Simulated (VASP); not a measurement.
# ZnO3 (Pm-3m) in VASP: further runs, part 2 of 2

VASP 6.6.1. Earlier steps stand in the parts before.

**4. Relaxation of cell and atoms, PBE, collinear spin, ferromagnetic start**

Contents of INCAR:

```
PREC = Accurate
ENCUT = 600
EDIFF = 1E-6
ISMEAR = 0
SIGMA = 0.1
LREAL = F
LASPH = T
NELM = 150
ALGO = Normal
ISIF = 3
LWAVE = F
LCHARG = F
ISPIN = 2
MAGMOM = 0 1.44 1.44 1.44
LORBIT = 11
GGA = PE
IBRION = 2
NSW = 90
EDIFFG = -0.04
```

Contents of KPOINTS:

```
Automatic mesh
0
Gamma
  6 6 6
```

Contents of POSCAR:

```
ZnO3
1.0
    3.2983091684      0.0000000000      0.0000000000
    0.0000000000      3.2983091684      0.0000000000
    0.0000000000      0.0000000000      3.2983091684
Zn O
1 3
Direct
    0.0000000000      0.0000000000      0.0000000000
    0.0000000000      0.5000000000      0.5000000000
    0.5000000000      0.0000000000      0.5000000000
    0.5000000000      0.5000000000      0.0000000000
```

Potentials or basis: VASP PAW PBE potentials, release 64 (Zn, O).

The run is started by

```bash
> cat potpaw_PBE.64/Zn/POTCAR potpaw_PBE.64/O/POTCAR > POTCAR
> mpirun -np 1 vasp_std > vasp.out
```

OUTCAR:

```text
PREC = Accurate
   ENCUT = 600
   EDIFF = 1E-6
   ISMEAR = 0
   LREAL = F
   LASPH = T
   NELM = 150
   ISIF = 3
   ISPIN = 2
   LORBIT = 11
   GGA = PE
   IBRION = 2
   NSW = 90
   EDIFFG = -0.04

 ion  position               nearest neighbor table
   1  0.000  0.000  0.000-   2 2.33   3 2.33   4 2.33   2 2.33   3 2.33   2 2.33   4 2.33   2 2.33
                             3 2.33   4 2.33   3 2.33   4 2.33
   2  0.000  0.500  0.500-   1 2.33   1 2.33   1 2.33   1 2.33
   3  0.500  0.000  0.500-   1 2.33   1 2.33   1 2.33   1 2.33
   4  0.500  0.500  0.000-   1 2.33   1 2.33   1 2.33   1 2.33

  LATTYP: Found a simple cubic cell.
 ALAT       =     3.2983091684

  Lattice vectors:

 A1 = (   3.2983091684,   0.0000000000,   0.0000000000)
 A2 = (   0.0000000000,   3.2983091684,   0.0000000000)
 A3 = (   0.0000000000,   0.0000000000,   3.2983091684)

Analysis of symmetry for initial positions (statically):
[... 278 lines left out ...]
 fundamental gap:      0.0845028991
 Fermi energy:         1.6908586753

 spin component 1

 k-point     1 :       0.0000    0.0000    0.0000
  band No.  band energies     occupation
      1     -18.3568      1.00000
      2     -14.9897      1.00000
      3     -14.9897      1.00000
      4      -3.6373      1.00000
      5      -3.6373      1.00000
      6      -3.5515      1.00000
[... 469 lines left out ...]
     20      13.9797      0.00000
     21      13.9797      0.00000
 Fermi energy:         1.6908586753

 spin component 2

 k-point     1 :       0.0000    0.0000    0.0000
  band No.  band energies     occupation
      1     -16.4430      1.00000
      2     -12.6170      1.00000
      3     -12.6170      1.00000
      4      -3.5876      1.00000
      5      -3.5876      1.00000
      6      -3.5286      1.00000
[... 500 lines left out ...]
  FREE ENERGIE OF THE ION-ELECTRON SYSTEM (eV)
  ---------------------------------------------------
  free  energy   TOTEN  =       -13.1616047522 eV

  energy  without entropy=      -13.1489088549  energy(sigma->0) =      -13.15525680

 reached required accuracy - stopping structural energy minimisation

 total charge

# of ion       s       p       d       tot
------------------------------------------
    1        0.308   0.257   9.843  10.407
    2        1.621   3.098   0.000   4.718
    3        1.621   3.098   0.000   4.718
    4        1.621   3.098   0.000   4.718
--------------------------------------------------
tot          5.170   9.550   9.843  24.563

 magnetization (x)

# of ion       s       p       d       tot
------------------------------------------
    1       -0.042  -0.027   0.041  -0.027
    2        0.015   1.158   0.000   1.173
    3        0.015   1.158   0.000   1.173
    4        0.015   1.158   0.000   1.173
--------------------------------------------------
tot          0.005   3.446   0.041   3.492
```

OSZICAR:

```text
N       E                     dE             d eps       ncg     rms          rms(c)
DAV:   1     0.272391874420E+03    0.27239E+03   -0.17497E+04  1741   0.211E+03
DAV:   2     0.880816162507E+01   -0.26358E+03   -0.24802E+03  1910   0.455E+02
[... 25 lines left out ...]
DAV:   1    -0.131927339867E+02   -0.32715E-01   -0.55898E-01  1965   0.114E+01    0.130E+00
DAV:   2    -0.131646313521E+02    0.28103E-01   -0.84670E-02  1909   0.626E+00    0.501E-01
DAV:   3    -0.131621267262E+02    0.25046E-02   -0.10640E-02  1680   0.824E-01    0.193E-01
DAV:   4    -0.131618162623E+02    0.31046E-03   -0.30374E-04  2020   0.359E-01    0.109E-01
DAV:   5    -0.131616000425E+02    0.21622E-03   -0.15648E-04  2398   0.247E-01    0.444E-02
DAV:   6    -0.131616048280E+02   -0.47855E-05   -0.56948E-05  1700   0.626E-02    0.797E-03
DAV:   7    -0.131616047522E+02    0.75834E-07   -0.13276E-06   977   0.116E-02
   3 F= -.13161605E+02 E0= -.13155257E+02  d E =-.112847E+00  mag=     4.0000
```

Run time: 38 s. Hardware: 1 thread of Intel Xeon 6975P-C (Granite Rapids), shared host; peak memory 0.18 GiB.

What came out:

```yaml
Free_energy: -13.1616 eV
Relaxed_volume: 9.77 Å³/atom
Relaxed_cell: a = 3.394 Å, b = 3.394 Å, c = 3.394 Å, α = 90.00°, β = 90.00°, γ = 90.00°
Space_group_after_relaxing_to_0.1_Å: Pm-3m (No. 221)
Energy_gained_by_relaxing: 28.2 meV/atom
Ionic_steps: 3
Pressure_after_relaxing: 0.0 GPa
Band_gap_on_the_k_mesh: zero (filled and empty bands overlap)
Net_moment: 4.00 μB per cell
Site_moments: Zn -0.03; O +1.17 μB
Valence_electrons_inside_the_program's_atomic_spheres: Zn 10.41; O 4.72
```

Step by step:
```csv
step,energy change (eV),largest force (eV/Å),pressure (GPa),volume (Å³)
1,0.0000,0.0000,12.12,35.88
2,-0.1113,0.0000,-1.27,39.52
3,-0.1128,0.0000,-0.01,39.08
```

Final structure:
```cif
data_structure
_symmetry_space_group_name_H-M 'P 1'
_symmetry_Int_Tables_number 1
_cell_length_a 3.3936
_cell_length_b 3.3936
_cell_length_c 3.3936
_cell_angle_alpha 90.000
_cell_angle_beta 90.000
_cell_angle_gamma 90.000
_cell_volume 39.08
loop_
_atom_site_label
_atom_site_type_symbol
_atom_site_fract_x
_atom_site_fract_y
_atom_site_fract_z
_atom_site_occupancy
Zn1 Zn 0.00000 0.00000 0.00000 1
O1 O 0.00000 0.50000 0.50000 1
O2 O 0.50000 0.00000 0.50000 1
O3 O 0.50000 0.50000 0.00000 1
```

**5. Single point, PBE, collinear spin, ferromagnetic start**

This run uses another cell than the first one, of 9.76 Å³/atom.

Contents of INCAR:

```
  PREC = Accurate
  ENCUT = 520
  EDIFF = 1E-7
  ISMEAR = 0
  SIGMA = 0.1
  LREAL = False
  LASPH = True
  NELM = 150
  ALGO = Normal
  ISIF = 2
  LWAVE = False
  LCHARG = True
  ISPIN = 2
  MAGMOM = 0 1.46 1.46 1.46
  LORBIT = 11
  GGA = PE
  LELF = True
  LVHAR = True
  NBANDS = 27
```

Contents of KPOINTS:

```
regular mesh
0
Gamma
  14 14 14
```

Contents of POSCAR:

```
ZnO3
1.0
    3.3925647014      0.0000000000      0.0000000000
    0.0000000000      3.3925647014      0.0000000000
    0.0000000000      0.0000000000      3.3925647014
Zn O
1 3
Direct
    0.0000000000      0.0000000000      0.0000000000
    0.0000000000      0.5000000000      0.5000000000
    0.5000000000      0.0000000000      0.5000000000
    0.5000000000      0.5000000000      0.0000000000
```

The run is started by

```bash
> cat potpaw_PBE.64/Zn/POTCAR potpaw_PBE.64/O/POTCAR > POTCAR
> mpirun -np 1 vasp_std > vasp.out
```

Wall time 1.7 min (1 thread of Intel Xeon 6975P-C (Granite Rapids), shared host); peak memory 0.3 GiB.

It converged, with:

| Quantity | Value |
| --- | --- |
| Free energy | -13.1696 eV |
| Pressure | 0.1 GPa |
| Band gap on the k mesh | zero (filled and empty bands overlap) |
| Net moment | 4.00 μB per cell |
| Site moments | Zn -0.03; O +1.17 μB |
| Valence electrons inside the program's atomic spheres | Zn 10.41; O 4.72 |

Levels at points of the mesh, in eV from the Fermi level:
Spin up:
```tsv
k point	band 14	band 15	band 16	band 17	band 18	band 19	band 20	band 21
(0.00, 0.00, 0.00)	-1.89	-0.57	-0.57	-0.57	1.64	14.13	14.13	14.25
(0.50, 0.00, 0.00)	-2.48	-1.85	-0.74	-0.74	5.46	7.95	12.32	12.32
(0.50, 0.50, 0.00)	-2.01	-2.01	-0.43	-0.34	5.53	10.35	10.35	10.71
(0.50, 0.50, 0.50)	-0.43	-0.43	-0.40	-0.40	2.26	12.32	12.32	12.32
```
Spin down:
```csv
k point,band 9,band 10,band 11,band 12,band 13,band 14,band 15,band 16,band 17,band 18
"(0.00, 0.00, 0.00)",-3.39,-3.39,-3.39,0.15,0.15,0.15,1.90,2.14,2.14,2.14
"(0.50, 0.00, 0.00)",-3.50,-1.42,-1.42,-1.15,-1.15,-0.10,0.13,1.81,1.81,6.43
"(0.50, 0.50, 0.00)",-4.29,-1.93,-1.70,-1.70,-0.26,-0.26,0.11,1.87,2.59,6.20
"(0.50, 0.50, 0.50)",-4.52,-4.52,-4.52,-4.25,1.81,1.81,1.81,2.12,2.64,2.64
```

**6. Overview**

| task | spin | cell | k mesh | cutoff (eV) | gap on the mesh (eV) | pressure (GPa) | moment (μB) |
| --- | --- | --- | --- | --- | --- | --- | --- |
| single point | off | a = 3.298 Å, 4 atoms | 6 × 6 × 6 | 520 | none | 2.1 | - |
| single point | collinear, ferromagnetic start | a = 3.391 Å, 4 atoms | 6 × 6 × 6 | 520 | none | 0.3 | 4.00 |
| relaxation of cell and atoms | collinear, ferromagnetic start | relaxed from a = 3.298 Å, 4 atoms | 6 × 6 × 6 | 600 | none | 0.0 | 4.00 |
| single point | collinear, ferromagnetic start | a = 3.393 Å, 4 atoms | 14 × 14 × 14 | 520 | none | 0.1 | 4.00 |

Alike in all rows: level PBE; potentials or basis VASP PAW PBE potentials, release 64 (Zn, O); smearing gaussian 0.1 eV.

Caveats: semilocal functionals underestimate gaps, so a narrow gap can read as zero (at least some runs).

Total energies depend on the potentials used, so only differences within one code and one set of settings carry meaning.
